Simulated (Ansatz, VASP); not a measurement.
# Hf3B: VASP beside Ansatz

```
CELL_PARAMETERS angstrom
6.61345 0.00000 0.00000
0.00000 6.61345 0.00000
0.00000 0.00000 3.87349
ATOMIC_POSITIONS crystal
Hf 0.25000 0.75000 0.00000
Hf 0.75000 0.25000 0.00000
Hf 0.75000 0.75000 0.00000
Hf 0.25000 0.25000 0.00000
Hf 0.50000 0.00000 0.50001
Hf 0.00000 0.50000 0.49999
B 0.00000 0.00000 0.00000
B 0.50000 0.50000 0.00000
```

Alike in both runs: functional PBE; k mesh 4 × 4 × 4; occupations gaussian, width 0.1 eV; no spin polarisation.

Ansatz relaxed the structure, and its values are those at the end. VASP's run is a single point on that final structure, the one shown.

|  | VASP | Ansatz |
| --- | --- | --- |
| version | VASP 6.6.1 | Ansatz 0.2.0 |
| potentials or method | VASP PAW PBE potentials, release 64 (Hf_pv, B), cutoff 520 eV | scalar-relativistic, plane waves, PAW |
| valence electrons in the cell | 66 | 162 |

|  | VASP | Ansatz | Ansatz less VASP |
| --- | --- | --- | --- |
| gap on the k mesh at the Fermi level (eV) | none | none | - |
| pressure (GPa) | -0.2 | -0.1 | +0.11 |

A gap of «none» marks a metal or a gap that the smearing closes. VASP's potentials hold 66 valence electrons a cell and Ansatz's 162, so a difference there can come from the potentials and not from the codes.

The k mesh is coarse, so the values compare programs but aren't converged. Spin-orbit coupling is off throughout.
